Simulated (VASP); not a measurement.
# Ga12O19 (a cell with a defect) (O interstitial hop between voids) in VASP: notebook, part 2 of 2

VASP 6.6.1. The steps go on from the part before.

**4. Single point, PBE**

File INCAR:

```
PREC     = Accurate       # precision mode
ENCUT    = 520            # plane-wave cutoff, eV
EDIFF    = 1E-7           # SCF threshold, eV
ISMEAR   = -1             # smearing method
SIGMA    = 0.01           # smearing width, eV
LREAL    = Auto         
LASPH    = T              # aspherical terms in the spheres
NELM     = 80             # most SCF steps
ALGO     = Normal         # electronic algorithm
ISIF     = 2              # what is computed and relaxed
LWAVE    = F              # write WAVECAR
LCHARG   = F              # write CHGCAR
GGA      = PE             # functional
NBANDS   = 156            # bands
```

File KPOINTS:

```
Automatic mesh
0
Gamma
  1 1 1
  0.25 0.25 0.25
```

File POSCAR:

```
Ga12O19
1.0
    0.0000000000      9.2496621800      0.0000000000
   -1.3977182400      0.0000000000      5.7085775500
    6.2279771500     -1.5416103600      0.0067278600
Ga O
12 19
Direct
    0.1113665935      0.6760921860      0.6802051899
    0.2241335897      0.3259395273      0.3058820828
    0.2989548129      0.1930992051      0.8063801713
    0.0221988236      0.7759884627      0.1711811400
    0.4466067161      0.6781507786      0.6817457114
    0.5477098589      0.3137687337      0.3045323123
    0.6337421727      0.1982258679      0.8117381919
    0.3598676656      0.7942995591      0.1729181010
    0.7735373763      0.6720966021      0.6824496265
    0.8764008802      0.3239691405      0.3024792050
    0.9681772112      0.1970889024      0.8008068485
    0.6933508831      0.7990584398      0.1801359461
    0.1656093832      0.7310287327      0.0068057722
    0.1628143169      0.2516779462      0.9805385776
    0.2716657315      0.4250096255      0.6420456610
    0.0576610987      0.5499530937      0.3397983678
    0.0488788661      0.1140265326      0.2768630846
    0.2796988158      0.8757924249      0.6716882458
    0.4993287947      0.7396844674      0.0051807306
    0.4940128077      0.2522642750      0.9803745633
    0.6033998897      0.4299853851      0.6447940188
    0.3906804615      0.5626968488      0.3399894698
    0.3848171359      0.1082973465      0.3191503643
    0.6085294032      0.8838611520      0.6656010056
    0.8274390555      0.7347937464      0.0065274199
    0.8289123072      0.2580214766      0.9782295563
    0.9355361483      0.4328499365      0.6414476411
    0.7207004503      0.5660922924      0.3426421567
    0.7146513920      0.1151603414      0.3152949445
    0.9434893801      0.8728223610      0.7114988748
    1.0092710019      1.0050964855      0.4665328117
```

Potentials or basis: VASP PAW PBE potentials, release 64 (Ga_d, O).

Launch:

```console
$ cat potpaw_PBE.64/Ga_d/POTCAR potpaw_PBE.64/O/POTCAR > POTCAR
$ mpirun -np 1 vasp_std > vasp.out
```

OUTCAR:

```text
PREC = Accurate
   ENCUT = 520
   EDIFF = 1E-7
   ISMEAR = -1
   LREAL = Auto
   LASPH = T
   NELM = 80
   ISIF = 2
   GGA = PE

 ion  position               nearest neighbor table
   1  0.111  0.676  0.680-  30 1.96  18 1.97  13 1.98  16 2.07  27 2.10  15 2.11
   2  0.224  0.326  0.306-  23 1.96  14 1.97  17 1.99  22 2.01  15 2.04  16 2.04
   3  0.299  0.193  0.806-  18 1.86  14 1.86  20 1.86  15 1.89
   4  0.022  0.776  0.171-  25 1.84  13 1.87  16 1.88  17 1.94  31 2.09
   5  0.447  0.678  0.682-  18 1.93  19 1.96  24 1.96  21 2.07  22 2.08  15 2.13
   6  0.548  0.314  0.305-  29 1.93  23 1.96  20 1.96  21 2.07  22 2.08  28 2.11
   7  0.634  0.198  0.812-  26 1.85  24 1.86  20 1.86  21 1.90
   8  0.360  0.794  0.173-  13 1.84  19 1.85  23 1.85  22 1.90
   9  0.774  0.672  0.682-  30 1.91  25 1.96  24 1.97  21 2.05  28 2.06  27 2.08
  10  0.876  0.324  0.302-  29 1.96  26 1.97  17 2.03  28 2.04  27 2.06  16 2.07
  11  0.968  0.197  0.801-  30 1.86  14 1.87  27 1.89  26 1.90  31 2.30
  12  0.693  0.799  0.180-  25 1.84  29 1.85  19 1.86  28 1.89
  13  0.166  0.731  0.007-   8 1.84   4 1.87   1 1.98
  14  0.163  0.252  0.981-   3 1.86  11 1.87   2 1.97
  15  0.272  0.425  0.642-   3 1.89   2 2.04   1 2.11   5 2.13
  16  0.058  0.550  0.340-   4 1.88   2 2.04  10 2.07   1 2.07
  17  0.049  0.114  0.277-  31 1.61   4 1.94   2 1.99  10 2.03
[... 250 lines left out ...]
      5     -14.0406      2.00000
      6     -13.9832      2.00000
[... 139 lines left out ...]
    146      10.5000      0.00000
    147      10.8560      0.00000
 [bands above 147 left out]

------------------------ aborting loop because EDIFF is reached ----------------------------------------

  FORCE on cell =-STRESS in cart. coord.  units (eV):
  Direction    XX          YY          ZZ          XY          YZ          ZX
  --------------------------------------------------------------------------------------
  -------------------------------------------------------------------------------------
  Total        5.9562426      8.0363145     13.5505220      1.5815672     -0.0007459     -4.3359077
  in kB       29.0113088     39.1427980     66.0010682      7.7034023     -0.0036330    -21.1190787
  external PRESSURE =      44.7183917 kB  Pullay stress =       0.0000000 kB

 VOLUME and BASIS-vectors are now :
 -----------------------------------------------------------------------------
  energy-cutoff  :      520.00
  volume of cell :      328.94
      direct lattice vectors                 reciprocal lattice vectors
     0.000000000  9.249662180  0.000000000     0.026753887  0.108112056  0.006550563
    -1.397718240  0.000000000  5.708577550    -0.000189185  0.000000000  0.175128666
     6.227977150 -1.541610360  0.006727860     0.160523321  0.000000000  0.039303377

 POSITION                                       TOTAL-FORCE (eV/Angst)
 -----------------------------------------------------------------------------------
      3.29132     -0.01851      3.86410        -0.015899     -0.032358      0.033177
      1.44945      1.60161      1.86271        -0.002315      0.014314      0.024634
      4.75222      1.52211      1.10775         0.004349     -0.014207     -0.000082
     -0.01850     -0.05856      4.43094        -0.081125      0.010063     -0.133523
      3.29803      3.07997      3.87586         0.021441     -0.007737      0.003254
      1.45806      4.59666      1.79322         0.009194      0.001320      0.007265
[... 23 lines left out ...]
      3.21124      7.63010      4.98736         0.026350      0.007900     -0.003479
      2.89843     -0.63346      0.03223        -0.184369      0.221139      0.094258
 -----------------------------------------------------------------------------------
    total drift:                                0.008068     -0.000996      0.017356

  FREE ENERGIE OF THE ION-ELECTRON SYSTEM (eV)
  ---------------------------------------------------
  free  energy   TOTEN  =      -181.6760571208 eV

  energy  without entropy=     -181.6760571208  energy(sigma->0) =     -181.67605712
```

OSZICAR:

```text
N       E                     dE             d eps       ncg     rms          rms(c)
DAV:   1     0.554274374948E+04    0.55427E+04   -0.10217E+05   336   0.316E+03
DAV:   2     0.135944503435E+04   -0.41833E+04   -0.39082E+04   312   0.980E+02
DAV:   3    -0.206000074506E+02   -0.13800E+04   -0.13115E+04   400   0.354E+02
[... 14 lines left out ...]
DAV:  18    -0.181676057567E+03   -0.54431E-06   -0.10420E-05   368   0.232E-02    0.295E-03
DAV:  19    -0.181676057337E+03    0.23015E-06   -0.14439E-06   448   0.170E-02    0.123E-03
DAV:  20    -0.181676057256E+03    0.80887E-07   -0.10809E-06   320   0.526E-03    0.868E-04
DAV:  21    -0.181676057139E+03    0.11775E-06   -0.13108E-07   192   0.762E-03    0.360E-04
DAV:  22    -0.181676057121E+03    0.17943E-07   -0.95658E-08   192   0.222E-03
   1 F= -.18167606E+03 E0= -.18167606E+03  d E =-.749935E-14
```

It took 1.8 min on 1 thread of Intel Xeon 6975P-C (Granite Rapids), shared host; peak memory 0.38 GiB.

What came out:

```yaml
Free_energy: -181.6761 eV
Pressure: 4.5 GPa
Largest_force: 0.303 eV/Å
Band_gap_on_the_k_mesh: 3.39 eV
```

Forces in eV/Å, atoms in the order of the input:
```
Ga  -0.016 -0.032  0.033
Ga  -0.002  0.014  0.025
Ga   0.004 -0.014  0.000
Ga  -0.081  0.010 -0.134
Ga   0.021 -0.008  0.003
Ga   0.009  0.001  0.007
Ga   0.002 -0.010  0.008
Ga   0.015  0.006  0.020
Ga   0.029  0.012  0.029
Ga  -0.040 -0.042  0.059
Ga  -0.056 -0.007 -0.078
Ga   0.031 -0.017  0.020
O    0.019  0.013 -0.022
O    0.037 -0.026 -0.020
O    0.019 -0.017  0.001
O    0.023 -0.016 -0.038
O   -0.023  0.017  0.046
O    0.008 -0.006  0.013
O    0.005 -0.008 -0.006
O    0.018 -0.003  0.008
O    0.014 -0.008  0.004
O    0.003  0.002  0.022
O    0.034 -0.004 -0.007
O   -0.020 -0.004  0.020
O    0.029 -0.051 -0.038
O    0.019 -0.008  0.000
O    0.016  0.004 -0.062
O    0.000 -0.026  0.013
O    0.040  0.000 -0.016
O    0.026  0.008 -0.003
O   -0.184  0.221  0.094
```

Stress tensor (GPa, compression positive):
```
 2.90  0.77 -2.11
 0.77  3.91  0.00
-2.11  0.00  6.60
```

Caveat: the k points lie up to 1.10 Å⁻¹ apart.

**5. Single point, PBE**

File INCAR:

```
SYSTEM = Ga12O19
PREC = Accurate ; ENCUT = 520
EDIFF = 1E-6 ; ISMEAR = -1
SIGMA = 0.01 ; LREAL = Auto
LASPH = .TRUE. ; NELM = 100
ALGO = Normal ; ISIF = 2
LWAVE = .FALSE. ; LCHARG = .TRUE.
GGA = PE ; LELF = .TRUE.
LVHAR = .TRUE. ; NBANDS = 156
```

KPOINTS is that of step 4.

File POSCAR:

```
Ga12O19
1.0
    0.0000000000      9.2496621800      0.0000000000
   -1.3977182400      0.0000000000      5.7085775500
    6.2279771500     -1.5416103600      0.0067278600
Ga O
12 19
Direct
    0.1109913380      0.6727608352      0.6803946110
    0.2244751262      0.3279960817      0.3039497513
    0.2977703250      0.1916597546      0.8049257751
    0.0217299580      0.7704016144      0.1690938106
    0.4467922366      0.6770552611      0.6829120251
    0.5478392715      0.3135338803      0.3050791577
    0.6319498155      0.1978321416      0.8106408343
    0.3597380802      0.7952358501      0.1730831098
    0.7743901765      0.6723774849      0.6835732008
    0.8749890322      0.3271632248      0.3004461901
    0.9663943018      0.1914526294      0.7991869129
    0.6930858421      0.7996138751      0.1813628841
    0.1653857436      0.7298074580      0.0075104957
    0.1614705108      0.2518021194      0.9777364734
    0.2715547051      0.4233201874      0.6408994849
    0.0564691842      0.5491708024      0.3416965085
    0.0468312871      0.1203546723      0.2623448804
    0.2804816461      0.8732412380      0.6774328333
    0.4996535953      0.7388697737      0.0066287590
    0.4931736989      0.2513866712      0.9808010833
    0.6028679472      0.4302377726      0.6446790163
    0.3902100652      0.5635220890      0.3399972497
    0.3846659204      0.1087509848      0.3196513390
    0.6083690496      0.8831046442      0.6658363332
    0.8266458804      0.7329673466      0.0068461763
    0.8269871183      0.2566688520      0.9759349769
    0.9353214075      0.4271660002      0.6402869847
    0.7198620364      0.5655235360      0.3427595365
    0.7162289585      0.1148708022      0.3180978298
    0.9433535516      0.8697824773      0.7032364968
    1.0255319889      1.0087785597      0.4468525054
```

Launch:

```console
$ cat potpaw_PBE.64/Ga_d/POTCAR potpaw_PBE.64/O/POTCAR > POTCAR
$ mpirun -np 1 vasp_std > vasp.out
```

Wall time 86 s (1 thread of Intel Xeon 6975P-C (Granite Rapids), shared host); peak memory 0.37 GiB.

It converged, with:

```yaml
Free_energy: -181.7103 eV
Pressure: 4.9 GPa
Largest_force: 0.210 eV/Å
Band_gap_on_the_k_mesh: 3.70 eV
```

Forces in eV/Å, atoms in the order of the input:
```
Ga   0.000  0.000  0.004
Ga  -0.016 -0.010 -0.007
Ga  -0.013  0.000 -0.009
Ga  -0.035  0.010 -0.036
Ga   0.012 -0.002  0.004
Ga  -0.008  0.003  0.001
Ga  -0.003  0.000 -0.005
Ga   0.008 -0.001  0.002
Ga   0.009  0.000  0.003
Ga  -0.012  0.002 -0.003
Ga  -0.013 -0.002 -0.010
Ga   0.006 -0.003  0.006
O   -0.009 -0.001 -0.011
O    0.012 -0.002  0.009
O    0.009 -0.002 -0.002
O   -0.002  0.005  0.005
O   -0.125  0.060  0.066
O   -0.016  0.002  0.008
O   -0.012  0.000 -0.009
O    0.009 -0.002  0.004
O    0.003 -0.006 -0.007
O    0.000  0.007  0.011
O    0.025 -0.001 -0.014
O   -0.025  0.002  0.011
O   -0.011  0.002 -0.006
O    0.010  0.006  0.009
O    0.003  0.004 -0.004
O   -0.004 -0.012  0.010
O    0.018  0.004 -0.016
O   -0.012  0.005  0.017
O    0.196 -0.067 -0.032
```

Stress tensor (GPa, compression positive):
```
 3.44  0.66 -2.61
 0.66  3.92  0.08
-2.61  0.08  7.41
```

Levels at points of the mesh, in eV from the valence-band top:
```
           k point  band 132  band 133  band 134  band 135  band 136  band 137  band 138  band 139
(0.25, 0.25, 0.25)     -0.75     -0.64     -0.42      0.00      3.70      3.94      4.50      4.98
```

Caveat: the k points lie up to 1.10 Å⁻¹ apart.
